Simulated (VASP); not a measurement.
# NiO (R-3m) in VASP: a series of runs

NiO is run at these levels: PBE+U; tasks: single point.

Everything below comes from runs of VASP 6.6.1. Logs are shortened: lines on timing, memory, paths and dates and some standing lists are left out, and cuts for length are marked.

### 1 The cell of the first run

The typed cell holds 4 atoms: a = 5.226 Å, b = 5.226 Å, c = 5.226 Å, α = 33.57°, β = 33.57°, γ = 33.57°.

### 2 Single point, PBE+U, collinear spin, antiferromagnetic start

Contents of INCAR:

```
PREC = Accurate
ENCUT = 520
EDIFF = 1E-6
ISMEAR = 0
SIGMA = 0.05
LREAL = False
LASPH = True
NELM = 150
ALGO = Normal
ISIF = 2
LWAVE = False
LCHARG = False
ISPIN = 2
MAGMOM = 2 -2 0 0
LORBIT = 11
LMAXMIX = 4
LDAU = True
LDAUTYPE = 2
LDAUL = 2 -1
LDAUU = 6.2 0
LDAUJ = 0 0
LDAUPRINT = 1
GGA = PE
NBANDS = 28
```

Contents of KPOINTS:

```
regular mesh
0
Gamma
  5 5 5
```

Contents of POSCAR:

```
NiO
1.0
    0.0000000000      1.7424802783      4.9268273990
   -1.5090321866     -0.8712401391      4.9268273990
    1.5090321866     -0.8712401391      4.9268273990
Ni O
2 2
Direct
    0.5000000000     -0.5000000000      0.5000000000
    1.0000000000      0.0000000000      1.0000000000
    0.2500000000      0.2500000000      0.2500000000
    0.7500000000      0.7500000000      0.7500000000
```

Potentials or basis: VASP PAW PBE potentials, release 64 (Ni, O).

Command:

```
$ cat potpaw_PBE.64/Ni/POTCAR potpaw_PBE.64/O/POTCAR > POTCAR
$ mpirun -np 1 vasp_std > vasp.out
```

OUTCAR:

```text
PREC = Accurate
   ENCUT = 520
   EDIFF = 1E-6
   ISMEAR = 0
   LREAL = False
   LASPH = True
   NELM = 150
   ISIF = 2
   ISPIN = 2
   LORBIT = 11
   GGA = PE

 ion  position               nearest neighbor table
   1  0.500  0.500  0.500-   3 2.13   4 2.13   3 2.13   4 2.13   4 2.13   3 2.13   2 3.02   2 3.02
                             2 3.02   2 3.02   2 3.02   2 3.02
   2  0.000  0.000  0.000-   4 2.13   3 2.13   4 2.13   3 2.13   3 2.13   4 2.13   1 3.02   1 3.02
                             1 3.02   1 3.02   1 3.02   1 3.02
   3  0.250  0.250  0.250-   2 2.13   1 2.13   2 2.13   1 2.13   1 2.13   2 2.13
   4  0.750  0.750  0.750-   1 2.13   2 2.13   1 2.13   2 2.13   2 2.13   1 2.13

  LATTYP: Found a trigonal (rhomboedric) cell.
 ALAT       =     5.2258842065
 COS(alpha) =     0.8332340289

  Lattice vectors:

 A1 = (   0.0000000000,   1.7424802783,   4.9268273990)
 A2 = (  -1.5090321866,  -0.8712401391,   4.9268273990)
 A3 = (   1.5090321866,  -0.8712401391,   4.9268273990)

Analysis of symmetry for initial positions (statically):
=====================================================================
 Subroutine PRICEL returns following result:

  LATTYP: Found a trigonal (rhomboedric) cell.
 ALAT       =     3.0173903584
 COS(alpha) =     0.4997765983
[... 12 lines left out ...]
 Subroutine GETGRP returns: Found 12 space group operations
 (whereof 12 operations were pure point group operations)
 out of a pool of 12 trial point group operations.

The static configuration has the point symmetry D_3d.

Analysis of symmetry for dynamics (positions and initial velocities):
=====================================================================
 Subroutine PRICEL returns following result:

  LATTYP: Found a trigonal (rhomboedric) cell.
 ALAT       =     3.0173903584
 COS(alpha) =     0.4997765983
[... 12 lines left out ...]
 Subroutine GETGRP returns: Found 12 space group operations
 (whereof 12 operations were pure point group operations)
 out of a pool of 12 trial point group operations.

The dynamic configuration has the point symmetry D_3d.

Analysis of structural, dynamic, and magnetic symmetry:
=====================================================================
 Subroutine PRICEL returns following result:

  LATTYP: Found a trigonal (rhomboedric) cell.
 ALAT       =     3.0173903584
 COS(alpha) =     0.4997765983
[... 12 lines left out ...]
 Subroutine GETGRP returns: Found 12 space group operations
 (whereof 12 operations were pure point group operations)
 out of a pool of 12 trial point group operations.

The overall configuration has the point symmetry D_3d.

 Subroutine INISYM returns: Found 12 space group operations
 (whereof 12 operations are pure point group operations),
 and found     2 'primitive' translations

----------------------------------------------------------------------------------------

                                     Primitive cell

  volume of cell :      19.4323

  direct lattice vectors                    reciprocal lattice vectors
    -1.509032187  0.871240139  2.463413700    -0.331338194  0.191298196  0.135313583
     0.000000000 -1.742480278  2.463413700    -0.000000000 -0.382596391  0.135313583
     1.509032187  0.871240139  2.463413700     0.331338194  0.191298196  0.135313583

  length of vectors
     3.017390358  3.017390358  3.017390358     0.405819867  0.405819867  0.405819867

  position of ions in fractional coordinates (direct lattice)
     0.000000000  1.000000000  0.000000000
     0.500000000  0.500000000  0.500000000

  ion indices of the primitive-cell ions
   primitive index   ion index
                 1           1
                 2           3

----------------------------------------------------------------------------------------

 KPOINTS: regular mesh

Automatic generation of k-mesh.
 Grid dimensions read from file:
 generate k-points for:    5    5    5

 Generating k-lattice:

[... 80 lines left out ...]
 LDA+U is selected, type is set to LDAUTYPE =  2
   angular momentum for each species LDAUL =     2   -1
   U (eV)           for each species LDAUU =   6.2  0.0
   J (eV)           for each species LDAUJ =   0.0  0.0
   GGA     = PE    functional components
   LHFCALC =     F    Hartree Fock is set to
   AEXX    =    0.0000 exact exchange contribution
   IVDW    =     0    specifies the selected vdW correction
   LEPSILON=     F    determine dielectric tensor
   LRPA    =     F    only Hartree local field effects (RPA)
 spin polarized calculation
 Gauss-broadening in eV      SIGMA  =   0.05
  energy-cutoff  :      520.00
  volume of cell :       38.86
 maximum number of plane-waves:      1075
   NGX = 19   NGY = 19   NGZ = 19

 number of electron      31.9999988 magnetization      -0.0000000

atom =   1  type =  1  l = 2

 onsite density matrix

spin component  1

  0.9955 -0.0000  0.0000 -0.0192  0.0000
 -0.0000  1.0091  0.0000 -0.0000 -0.0192
  0.0000  0.0000  0.9818  0.0000 -0.0000
 -0.0192 -0.0000  0.0000  1.0091  0.0000
  0.0000 -0.0192 -0.0000  0.0000  0.9955

spin component  2

  0.7004 -0.0000 -0.0000  0.3953  0.0000
 -0.0000  0.4211  0.0000  0.0000  0.3953
 -0.0000  0.0000  0.9801  0.0000 -0.0000
  0.3953  0.0000  0.0000  0.4211  0.0000
  0.0000  0.3953 -0.0000  0.0000  0.7004

 occupancies and eigenvectors

  o =  0.1415  v =  0.0000  0.0000  0.0000  0.0000  0.0000  0.0000 -0.8164  0.0000  0.0000  0.5775      0.0000  0.0000  0.0000  0.0000  0.0000  0.0000  0.0000  0.0000  0.0000  0.0000
  o =  0.1415  v =  0.0000  0.0000  0.0000  0.0000  0.0000  0.5775  0.0000  0.0000 -0.8164 -0.0000      0.0000  0.0000  0.0000  0.0000  0.0000  0.0000  0.0000  0.0000  0.0000  0.0000
  o =  0.9800  v =  0.0000  0.0000  0.0000  0.0000  0.0000  0.0000 -0.5775 -0.0000  0.0000 -0.8164      0.0000  0.0000  0.0000  0.0000  0.0000  0.0000  0.0000  0.0000  0.0000  0.0000
  o =  0.9800  v =  0.0000  0.0000  0.0000  0.0000  0.0000 -0.8164  0.0000  0.0000 -0.5775 -0.0000      0.0000  0.0000  0.0000  0.0000  0.0000  0.0000  0.0000  0.0000  0.0000  0.0000
  o =  0.9801  v =  0.0000  0.0000  0.0000  0.0000  0.0000  0.0000  0.0000 -1.0000  0.0000  0.0000      0.0000  0.0000  0.0000  0.0000  0.0000  0.0000  0.0000  0.0000  0.0000  0.0000
  o =  0.9818  v =  0.0000 -0.0000 -1.0000  0.0000 -0.0000  0.0000  0.0000  0.0000  0.0000  0.0000      0.0000  0.0000  0.0000  0.0000  0.0000  0.0000  0.0000  0.0000  0.0000  0.0000
  o =  0.9819  v =  0.0000 -0.5769  0.0000 -0.0000 -0.8168  0.0000  0.0000  0.0000  0.0000  0.0000      0.0000  0.0000  0.0000  0.0000  0.0000  0.0000  0.0000  0.0000  0.0000  0.0000
  o =  0.9819  v = -0.8168  0.0000  0.0000 -0.5769  0.0000  0.0000  0.0000  0.0000  0.0000  0.0000      0.0000  0.0000  0.0000  0.0000  0.0000  0.0000  0.0000  0.0000  0.0000  0.0000
  o =  1.0227  v =  0.0000 -0.8168 -0.0000  0.0000  0.5769  0.0000  0.0000  0.0000  0.0000  0.0000      0.0000  0.0000  0.0000  0.0000  0.0000  0.0000  0.0000  0.0000  0.0000  0.0000
  o =  1.0227  v =  0.5769  0.0000  0.0000 -0.8168  0.0000  0.0000  0.0000  0.0000  0.0000  0.0000      0.0000  0.0000  0.0000  0.0000  0.0000  0.0000  0.0000  0.0000  0.0000  0.0000

atom =   2  type =  1  l = 2

 onsite density matrix

spin component  1

  0.7004 -0.0000  0.0000  0.3953  0.0000
 -0.0000  0.4211  0.0000  0.0000  0.3953
  0.0000  0.0000  0.9801  0.0000 -0.0000
  0.3953  0.0000  0.0000  0.4211 -0.0000
  0.0000  0.3953 -0.0000 -0.0000  0.7004

spin component  2

  0.9955 -0.0000 -0.0000 -0.0192  0.0000
 -0.0000  1.0091  0.0000 -0.0000 -0.0192
 -0.0000  0.0000  0.9818  0.0000 -0.0000
 -0.0192 -0.0000  0.0000  1.0091  0.0000
  0.0000 -0.0192 -0.0000  0.0000  0.9955

 occupancies and eigenvectors

  o =  0.1415  v =  0.0000  0.8164 -0.0000 -0.0000 -0.5775  0.0000  0.0000  0.0000  0.0000  0.0000      0.0000  0.0000  0.0000  0.0000  0.0000  0.0000  0.0000  0.0000  0.0000  0.0000
  o =  0.1415  v =  0.5775  0.0000 -0.0000 -0.8164 -0.0000  0.0000  0.0000  0.0000  0.0000  0.0000      0.0000  0.0000  0.0000  0.0000  0.0000  0.0000  0.0000  0.0000  0.0000  0.0000
  o =  0.9800  v =  0.0000  0.5775  0.0000 -0.0000  0.8164  0.0000  0.0000  0.0000  0.0000  0.0000      0.0000  0.0000  0.0000  0.0000  0.0000  0.0000  0.0000  0.0000  0.0000  0.0000
  o =  0.9800  v = -0.8164  0.0000 -0.0000 -0.5775 -0.0000  0.0000  0.0000  0.0000  0.0000  0.0000      0.0000  0.0000  0.0000  0.0000  0.0000  0.0000  0.0000  0.0000  0.0000  0.0000
  o =  0.9801  v =  0.0000 -0.0000  1.0000 -0.0000 -0.0000  0.0000  0.0000  0.0000  0.0000  0.0000      0.0000  0.0000  0.0000  0.0000  0.0000  0.0000  0.0000  0.0000  0.0000  0.0000
  o =  0.9818  v =  0.0000  0.0000  0.0000  0.0000  0.0000  0.0000 -0.0000 -1.0000  0.0000 -0.0000      0.0000  0.0000  0.0000  0.0000  0.0000  0.0000  0.0000  0.0000  0.0000  0.0000
  o =  0.9819  v =  0.0000  0.0000  0.0000  0.0000  0.0000  0.0000  0.5769 -0.0000  0.0000  0.8168      0.0000  0.0000  0.0000  0.0000  0.0000  0.0000  0.0000  0.0000  0.0000  0.0000
  o =  0.9819  v =  0.0000  0.0000  0.0000  0.0000  0.0000 -0.8168 -0.0000 -0.0000 -0.5769  0.0000      0.0000  0.0000  0.0000  0.0000  0.0000  0.0000  0.0000  0.0000  0.0000  0.0000
  o =  1.0227  v =  0.0000  0.0000  0.0000  0.0000  0.0000  0.0000 -0.8168 -0.0000  0.0000  0.5769      0.0000  0.0000  0.0000  0.0000  0.0000  0.0000  0.0000  0.0000  0.0000  0.0000
  o =  1.0227  v =  0.0000  0.0000  0.0000  0.0000  0.0000  0.5769 -0.0000 -0.0000 -0.8168  0.0000      0.0000  0.0000  0.0000  0.0000  0.0000  0.0000  0.0000  0.0000  0.0000  0.0000

 number of electron      31.9999988 magnetization       0.0000000

 Free energy of the ion-electron system (eV)
  ---------------------------------------------------
  ext. energy  EPLUGINS =         0.00000000
  ---------------------------------------------------
  free energy    TOTEN  =       -20.40689241 eV

  energy without entropy =      -20.40689241  energy(sigma->0) =      -20.40689241

 E-fermi :   5.6776     XC(G=0): -12.2701

 val. band max:        5.4632050799   @ k =   0.4000   0.4000   0.4000
 cond. band min:       8.4492133217   @ k =   0.0000   0.0000   0.0000
 fundamental gap:      2.9860082418
 Fermi energy:         5.6776387413

 spin component 1

 k-point     1 :       0.0000    0.0000    0.0000
  band No.  band energies     occupation
      1     -12.2685      1.00000
      2     -10.9999      1.00000
      3      -1.0262      1.00000
      4      -0.5747      1.00000
      5      -0.5747      1.00000
      6       1.2298      1.00000
[... 578 lines left out ...]
     27      23.4028      0.00000
     28      25.7041      0.00000
 Fermi energy:         5.6776387413

 spin component 2

 k-point     1 :       0.0000    0.0000    0.0000
  band No.  band energies     occupation
      1     -12.2685      1.00000
      2     -10.9999      1.00000
      3      -1.0262      1.00000
      4      -0.5747      1.00000
      5      -0.5747      1.00000
      6       1.2298      1.00000
[... 578 lines left out ...]
     27      23.4028      0.00000
     28      25.7041      0.00000

------------------------ aborting loop because EDIFF is reached ----------------------------------------

  FORCE on cell =-STRESS in cart. coord.  units (eV):
  Direction    XX          YY          ZZ          XY          YZ          ZX
  --------------------------------------------------------------------------------------
  -------------------------------------------------------------------------------------
  Total       -2.3412585     -2.3412585     -2.3739341      0.0000000     -0.0000000      0.0000000
  in kB      -96.5172592    -96.5172592    -97.8642912      0.0000000     -0.0000000      0.0000000
  external PRESSURE =     -96.9662699 kB  Pullay stress =       0.0000000 kB

 VOLUME and BASIS-vectors are now :
 -----------------------------------------------------------------------------
  energy-cutoff  :      520.00
  volume of cell :       38.86
      direct lattice vectors                 reciprocal lattice vectors
     0.000000000  1.742480278  4.926827399     0.000000000  0.382596391  0.067656791
    -1.509032187 -0.871240139  4.926827399    -0.331338194 -0.191298196  0.067656791
     1.509032187 -0.871240139  4.926827399     0.331338194 -0.191298196  0.067656791

 POSITION                                       TOTAL-FORCE (eV/Angst)
 -----------------------------------------------------------------------------------
      0.00000      0.00000      7.39024        -0.000000     -0.000000     -0.000000
      0.00000      0.00000      0.00000        -0.000000     -0.000000      0.000000
      0.00000      0.00000      3.69512         0.000000     -0.000000     -0.000000
      0.00000      0.00000     11.08536         0.000000      0.000000      0.000000
 -----------------------------------------------------------------------------------
    total drift:                               -0.000000      0.000000      0.000000

  FREE ENERGIE OF THE ION-ELECTRON SYSTEM (eV)
  ---------------------------------------------------
  free  energy   TOTEN  =       -20.4068924102 eV

  energy  without entropy=      -20.4068924102  energy(sigma->0) =      -20.40689241

 total charge

# of ion       s       p       d       tot
------------------------------------------
    1        0.323   0.375   8.189   8.888
    2        0.323   0.375   8.189   8.888
    3        1.550   3.440   0.000   4.990
    4        1.550   3.440   0.000   4.990
--------------------------------------------------
tot          3.747   7.631  16.379  27.757

 magnetization (x)

# of ion       s       p       d       tot
------------------------------------------
    1       -0.001  -0.004   1.766   1.761
    2        0.001   0.004  -1.766  -1.761
    3        0.000   0.000   0.000   0.000
    4        0.000   0.000   0.000   0.000
--------------------------------------------------
tot          0.000   0.000   0.000   0.000
```

Run time: 82 s. Hardware: 1 thread of Intel Xeon Platinum 8488C (Sapphire Rapids), shared host; peak memory 0.29 GiB.

What came out:

```yaml
Free_energy: -20.4069 eV
Pressure: -9.7 GPa
Band_gap_on_the_k_mesh: 2.99 eV
Net_moment: 0.00 μB per cell
Site_moments: Ni +1.76, -1.76; O +0.00 μB
Valence_electrons_inside_the_program's_atomic_spheres: Ni 8.89; O 4.99
```

Stress tensor (GPa, compression positive):
```
-9.65  0.00  0.00
 0.00 -9.65  0.00
 0.00  0.00 -9.79
```

Levels at points of the mesh, in eV from the valence-band top:
Spin up:
```tsv
k point	band 12	band 13	band 14	band 15	band 16	band 17	band 18	band 19	band 20	band 21
(0.00, 0.00, 0.00)	-0.66	-0.66	-0.61	-0.61	-0.61	2.99	4.24	4.24	7.13	11.21
```
Spin down:
```csv
k point,band 12,band 13,band 14,band 15,band 16,band 17,band 18,band 19,band 20,band 21
"(0.00, 0.00, 0.00)",-0.66,-0.66,-0.61,-0.61,-0.61,2.99,4.24,4.24,7.13,11.21
```

Eigenvalues of the final occupation matrices:
```tsv
site	spin	trace	eigenvalues
site 1 d	1	4.99	0.98 0.98 0.98 1.02 1.02
site 1 d	2	3.22	0.14 0.14 0.98 0.98 0.98
site 2 d	1	3.22	0.14 0.14 0.98 0.98 0.98
site 2 d	2	4.99	0.98 0.98 0.98 1.02 1.02
```

Caveat: the k points lie up to 0.49 Å⁻¹ apart.

### 3 Single point, PBE+U, collinear spin, antiferromagnetic start

This run uses another cell than the first one, of the same volume but with other edges.

Contents of INCAR:

```
PREC = Accurate
ENCUT = 520
EDIFF = 1E-7
ISMEAR = 0
SIGMA = 0.05
LREAL = F
LASPH = T
NELM = 150
ALGO = Normal
ISIF = 2
LWAVE = F
LCHARG = T
ISPIN = 2
MAGMOM = 2 -2 0 0
LORBIT = 11
LMAXMIX = 4
LDAU = T
LDAUTYPE = 2
LDAUL = 2 -1
LDAUU = 6.2 0
LDAUJ = 0 0
LDAUPRINT = 1
GGA = PE
LELF = T
LVHAR = T
NBANDS = 28
```

Contents of KPOINTS:

```
regular mesh
0
Gamma
  5 5 3
```

Contents of POSCAR:

```
NiO
1.0
    1.5090321866      0.8712401392      2.4634136995
   -1.5090321866      2.6137204175      0.0000000000
   -3.0180643732     -1.7424802783      2.4634136995
Ni O
2 2
Direct
    1.0000000000      0.0000000000      0.0000000000
    1.5000000000      0.5000000000      0.5000000000
    1.0000000000      0.0000000000      0.5000000000
    1.5000000000      0.5000000000      1.0000000000
```

Potentials or basis: VASP PAW PBE potentials, release 64 (Ni, O).

Command:

```
$ cat potpaw_PBE.64/Ni/POTCAR potpaw_PBE.64/O/POTCAR > POTCAR
$ mpirun -np 1 vasp_std > vasp.out
```

Wall time 29 s (1 thread of Intel Xeon Platinum 8488C (Sapphire Rapids), shared host); peak memory 0.18 GiB.

The run converged. Its results:

```
Free energy                                           : -20.2641 eV
Pressure                                              : -8.1 GPa
Band gap on the k mesh                                : 2.62 eV
Net moment                                            : 0.00 μB per cell
Site moments                                          : Ni +1.84, -1.84; O -0.06, +0.06 μB
Valence electrons inside the program's atomic spheres : Ni 8.87; O 5.00
```

Levels at points of the mesh, in eV from the valence-band top:
Spin up:
| k point | band 13 | band 14 | band 15 | band 16 | band 17 | band 18 | band 19 | band 20 |
| --- | --- | --- | --- | --- | --- | --- | --- | --- |
| (0.00, 0.00, 0.00) | -2.21 | -0.91 | -0.90 | -0.90 | 2.62 | 2.91 | 3.10 | 7.04 |
Spin down:
| k point | band 13 | band 14 | band 15 | band 16 | band 17 | band 18 | band 19 | band 20 |
| --- | --- | --- | --- | --- | --- | --- | --- | --- |
| (0.00, 0.00, 0.00) | -2.21 | -0.91 | -0.90 | -0.90 | 2.62 | 2.91 | 3.10 | 7.04 |

Eigenvalues of the final occupation matrices:
```
    site  spin  trace               eigenvalues
site 1 d     1   5.00  0.98 0.98 0.98 1.03 1.03
site 1 d     2   3.19  0.12 0.13 0.98 0.98 0.98
site 2 d     1   3.19  0.12 0.13 0.98 0.98 0.98
site 2 d     2   5.00  0.98 0.98 0.98 1.03 1.03
```

Caveat: the k points lie up to 0.49 Å⁻¹ apart. The state reached can hang on the start; a lower one may exist.

(Continued in part 2 of 2.)
